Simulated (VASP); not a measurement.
# Be (Im-3m) in VASP: notebook

The runs below take Be through single point, with LDA.

Everything below comes from runs of VASP 6.6.1. Logs are shortened: lines on timing, memory, paths and dates and some standing lists are left out, and cuts for length are marked.

### 1 The cell of the first run

It takes space group Im-3m (No. 229, cubic). Conventional cell: a = 2.303 Å, b = 2.303 Å, c = 2.303 Å, α = 90.00°, β = 90.00°, γ = 90.00°. Within 2.6 Å of Be (site symmetry m-3m) lie 14 Be at 1.99 to 2.30 Å.

### 2 Single point, LDA

File INCAR:

```
SYSTEM = Be
PREC     = Accurate       ! precision mode
ENCUT    = 520            ! plane-wave cutoff, eV
EDIFF    = 1E-6           ! SCF threshold, eV
ISMEAR   = -1             ! smearing method
SIGMA    = 0.1            ! smearing width, eV
LREAL    = .False.        ! projectors in reciprocal space
LASPH    = .True.         ! aspherical terms in the spheres
NELM     = 60             ! most SCF steps
ALGO     = Normal         ! electronic algorithm
ISIF     = 2              ! what is computed and relaxed
LWAVE    = .False.        ! write WAVECAR
LCHARG   = .False.        ! write CHGCAR
NBANDS   = 7              ! bands
```

File KPOINTS:

```
Automatic mesh
0
Gamma
  23 23 23
  0 0 0
```

File POSCAR:

```
Be
1.0
   -1.1514834019      1.1514834019      1.1514834019
    1.1514834019     -1.1514834019      1.1514834019
    1.1514834019      1.1514834019     -1.1514834019
Be
1
Direct
    0.0000000000      0.0000000000      0.0000000000
```

Potentials or basis: VASP PAW LDA potentials, release 64 (Be).

Started as:

```console
$ cat potpaw_LDA.64/Be/POTCAR > POTCAR
$ mpirun -np 1 vasp_std > vasp.out
```

OUTCAR:

```text
SYSTEM = Be
   PREC = Accurate
   ENCUT = 520
   EDIFF = 1E-6
   ISMEAR = -1
   LREAL = .False.
   LASPH = .True.
   NELM = 60
   ISIF = 2

 ion  position               nearest neighbor table
   1  0.000  0.000  0.000-

  LATTYP: Found a body centered cubic cell.
 ALAT       =     2.3029668038

  Lattice vectors:

 A1 = (  -1.1514834019,   1.1514834019,   1.1514834019)
 A2 = (   1.1514834019,  -1.1514834019,   1.1514834019)
 A3 = (   1.1514834019,   1.1514834019,  -1.1514834019)

Analysis of symmetry for initial positions (statically):
=====================================================================
 Subroutine PRICEL returns:
 Original cell was already a primitive cell.

 Routine SETGRP: Setting up the symmetry group for a
 body centered cubic supercell.

 Subroutine GETGRP returns: Found 48 space group operations
 (whereof 48 operations were pure point group operations)
 out of a pool of 48 trial point group operations.

The static configuration has the point symmetry O_h .

Analysis of symmetry for dynamics (positions and initial velocities):
=====================================================================
 Subroutine PRICEL returns:
 Original cell was already a primitive cell.

 Routine SETGRP: Setting up the symmetry group for a
 body centered cubic supercell.

 Subroutine GETGRP returns: Found 48 space group operations
 (whereof 48 operations were pure point group operations)
 out of a pool of 48 trial point group operations.

The dynamic configuration has the point symmetry O_h .

 Subroutine INISYM returns: Found 48 space group operations
 (whereof 48 operations are pure point group operations),
 and found     1 'primitive' translations

----------------------------------------------------------------------------------------

                                     Primitive cell

  volume of cell :       6.1071

  direct lattice vectors                    reciprocal lattice vectors
    -1.151483402  1.151483402  1.151483402     0.000000000  0.434222499  0.434222499
     1.151483402 -1.151483402  1.151483402     0.434222499  0.000000000  0.434222499
     1.151483402  1.151483402 -1.151483402     0.434222499  0.434222499  0.000000000

  length of vectors
     1.994427756  1.994427756  1.994427756     0.614083347  0.614083347  0.614083347

  position of ions in fractional coordinates (direct lattice)
     0.000000000  0.000000000  0.000000000

  ion indices of the primitive-cell ions
   primitive index   ion index
                 1           1

----------------------------------------------------------------------------------------

 KPOINTS: Automatic mesh

Automatic generation of k-mesh.
 Grid dimensions read from file:
 generate k-points for:   23   23   23

 Generating k-lattice:

  Cartesian coordinates                     Fractional coordinates (reciprocal lattice)
     0.000000000  0.018879239  0.018879239     0.043478261  0.000000000  0.000000000
     0.018879239  0.000000000  0.018879239     0.000000000  0.043478261  0.000000000
     0.018879239  0.018879239  0.000000000     0.000000000  0.000000000  0.043478261

  Length of vectors
     0.026699276  0.026699276  0.026699276

  Shift w.r.t. Gamma in fractional coordinates (k-lattice)
     0.000000000  0.000000000  0.000000000

 Subroutine IBZKPT returns following result:
 ===========================================

 Found    364 irreducible k-points:

 Following reciprocal coordinates:
            Coordinates               Weight
  0.000000  0.000000  0.000000      1.000000
  0.043478  0.000000  0.000000     12.000000
  0.086957  0.000000  0.000000     12.000000
  0.130435  0.000000  0.000000     12.000000
  0.173913  0.000000  0.000000     12.000000
  0.217391  0.000000  0.000000     12.000000
[... 16 lines left out ...]
  0.478261  0.043478  0.000000     24.000000
  0.086957  0.086957  0.000000     24.000000
 [... further k-points ...]
   k-points           NKPTS =    364   k-points in BZ     NKDIM =    364   number of bands    NBANDS=      7
   number of dos      NEDOS =    301   number of ions     NIONS =      1
   total plane-waves  NPLWV =   4096
   dimension x,y,z NGX =    16 NGY =   16 NGZ =   16
   dimension x,y,z NGXF=    32 NGYF=   32 NGZF=   32
   ions per type =               1
   NGX,Y,Z   is equivalent  to a cutoff of  13.34, 13.34, 13.34 a.u.
   NGXF,Y,Z  is equivalent  to a cutoff of  26.67, 26.67, 26.67 a.u.
 SYSTEM =  Be
   PREC   = accura    normal or accurate (medium, high low for compatibility)
   ISTART =      0    job   : 0-new  1-cont  2-samecut
   ICHARG =      2    charge: 1-file 2-atom 10-const
   ISPIN  =      1    spin polarized calculation?
   LNONCOLLINEAR =      F non collinear calculations
   LSORBIT =      F    spin-orbit coupling
   LASPH  =      T    aspherical Exc in radial PAW
   ENCUT  =  520.0 eV  38.22 Ry    6.18 a.u.   3.71  3.71  3.71*2*pi/ulx,y,z
   NELM   =     60;   NELMIN=  2; NELMDL= -5     # of ELM steps
   EDIFF  = 0.1E-05   stopping-criterion for ELM
   LREAL  =      F    real-space projection
   EDIFFG = 0.1E-04   stopping-criterion for IOM
   NSW    =      0    number of steps for IOM
   IBRION =     -1    ionic relax: 0-MD 1-quasi-New 2-CG
   NFREE  =      0    steps in history (QN), initial steepest desc. (CG)
   ISIF   =      2    stress and relaxation
   ISYM   =      2    0-nonsym 1-usesym 2-fastsym
   POTIM  = 0.5000    time-step for ionic-motion
   TEBEG  =    0.0;   TEEND  =   0.0 temperature during run
   PSTRESS=    0.0 pullay stress
   NELECT =       2.0000    total number of electrons
   NUPDOWN=      -1.0000    fix difference up-down
   EMIN   =  10.00;   EMAX   =-10.00  energy-range for DOS
   EFERMI =   0.00;   METHOD = LEGACY
   ISMEAR =    -1;   SIGMA  =   0.10  broadening in eV -4-tet -1-fermi 0-gaus
   EFERMI_NEDOS =   21; number of points for ismear=-14 and -15
   IALGO  =     38    algorithm
   IMIX   =      4    mixing-type and parameters
     AMIX     =   0.40;   BMIX     =  1.00
     AMIX_MAG =   1.60;   BMIX_MAG =  1.00
  volume/ion in A,a.u.               =       6.11        41.21
  Fermi-wavevector in a.u.,A,eV,Ry     =   1.128428  2.132420 17.324972  1.273350
  Thomas-Fermi vector in A             =   2.265118
   LORBIT       =      0    0 simple, 1 ext, 2 COOP (PROOUT), +10 PAW based schemes
   GGA     = CA    functional components
   LHFCALC =     F    Hartree Fock is set to
   AEXX    =    0.0000 exact exchange contribution
   IVDW    =     0    specifies the selected vdW correction
   LEPSILON=     F    determine dielectric tensor
   LRPA    =     F    only Hartree local field effects (RPA)
 non-spin polarized calculation
  energy-cutoff  :      520.00
  volume of cell :        6.11
 maximum number of plane-waves:       177
   NGX =  7   NGY =  7   NGZ =  7

 number of electron       2.0000000 magnetization

 Free energy of the ion-electron system (eV)
  ---------------------------------------------------
  ext. energy  EPLUGINS =         0.00000000
  ---------------------------------------------------
  free energy    TOTEN  =        -3.97452462 eV

  energy without entropy =       -3.97078711  energy(sigma->0) =       -3.97265586

 E-fermi :  10.0040     XC(G=0): -11.5089

 val. band max:        9.9445686103   @ k =  -0.3913  -0.3913   0.0870
 cond. band min:      10.0155994894   @ k =   0.3043   0.3043   0.0000
 fundamental gap:      0.0710308791
 Fermi energy:        10.0040165822

 k-point     1 :       0.0000    0.0000    0.0000
  band No.  band energies     occupation
      1      -3.5550      2.00000
      2      33.3897      0.00000
      3      33.3897      0.00000
      4      33.3897      0.00000
      5      46.1727      0.00000
      6      46.1727      0.00000
      7      46.1727      0.00000

 k-point     2 :       0.0435    0.0000    0.0000
  band No.  band energies     occupation
      1      -3.4851      2.00000
      2      33.0004      0.00000
      3      33.0437      0.00000
      4      33.2890      0.00000
      5      45.0388      0.00000
      6      45.1003      0.00000
      7      46.7264      0.00000

 k-point     3 :       0.0870    0.0000    0.0000
  band No.  band energies     occupation
      1      -3.2750      2.00000
      2      31.7903      0.00000
      3      32.1560      0.00000
      4      32.9925      0.00000
      5      42.8753      0.00000
      6      43.2714      0.00000
      7      47.0232      0.00000

 k-point     4 :       0.1304    0.0000    0.0000
  band No.  band energies     occupation
      1      -2.9244      2.00000
      2      29.7849      0.00000
      3      31.0001      0.00000
      4      32.5209      0.00000
      5      41.3766      0.00000
      6      41.4637      0.00000
      7      46.4592      0.00000

 k-point     5 :       0.1739    0.0000    0.0000
  band No.  band energies     occupation
      1      -2.4324      2.00000
      2      27.2374      0.00000
      3      29.7800      0.00000
      4      31.9177      0.00000
      5      39.8111      0.00000
      6      40.6060      0.00000
      7      46.3387      0.00000
[... 161 lines left out ...]
 k-point    22 :       0.4348    0.0435   -0.0000
  band No.  band energies     occupation
      1       3.4133      2.00000
      2      11.9639      0.00000
      3      24.6309      0.00000
      4      27.8378      0.00000
      5      34.9965      0.00000
      6      42.0230      0.00000
      7      52.5399      0.00000

 k-point    23 :       0.4783    0.0435    0.0000
  band No.  band energies     occupation
      1       3.7880      2.00000
      2      11.3993      0.00000
      3      24.5372      0.00000
      4      27.7566      0.00000
      5      34.8978      0.00000
      6      42.1448      0.00000
      7      53.0848      0.00000

 k-point    24 :       0.0870    0.0870    0.0000
  band No.  band energies     occupation
      1      -2.7132      2.00000
      2      29.5976      0.00000
      3      29.6488      0.00000
      4      31.7137      0.00000
      5      40.8303      0.00000
      6      41.4928      0.00000
      7      46.3255      0.00000

 [... further k-points ...]
[... 5 lines left out ...]
  --------------------------------------------------------------------------------------
  -------------------------------------------------------------------------------------
  Total        1.4392490      1.4392490      1.4392490      0.0000000      0.0000000     -0.0000000
  in kB      377.5839149    377.5839149    377.5839149      0.0000000      0.0000000     -0.0000000
  external PRESSURE =     377.5839149 kB  Pullay stress =       0.0000000 kB

 VOLUME and BASIS-vectors are now :
 -----------------------------------------------------------------------------
  energy-cutoff  :      520.00
  volume of cell :        6.11
      direct lattice vectors                 reciprocal lattice vectors
    -1.151483402  1.151483402  1.151483402     0.000000000  0.434222499  0.434222499
     1.151483402 -1.151483402  1.151483402     0.434222499  0.000000000  0.434222499
     1.151483402  1.151483402 -1.151483402     0.434222499  0.434222499  0.000000000

 POSITION                                       TOTAL-FORCE (eV/Angst)
 -----------------------------------------------------------------------------------
      0.00000      0.00000      0.00000        -0.000000     -0.000000      0.000000
 -----------------------------------------------------------------------------------
    total drift:                                0.000000      0.000000      0.000000

  FREE ENERGIE OF THE ION-ELECTRON SYSTEM (eV)
  ---------------------------------------------------
  free  energy   TOTEN  =        -3.9745246216 eV

  energy  without entropy=       -3.9707871068  energy(sigma->0) =       -3.97265586
```

It took 10 s on 1 thread of AMD EPYC 9R45 (Zen 5), shared host; peak memory 0.08 GiB.

Results:

```yaml
Free_energy: -3.9745 eV
Pressure: 37.8 GPa
Band_gap_on_the_k_mesh: zero (band 1 reaches 14.23 eV, above the bottom of band 2 at 8.35 eV)
```

(Part 1 of 2 ends here.)
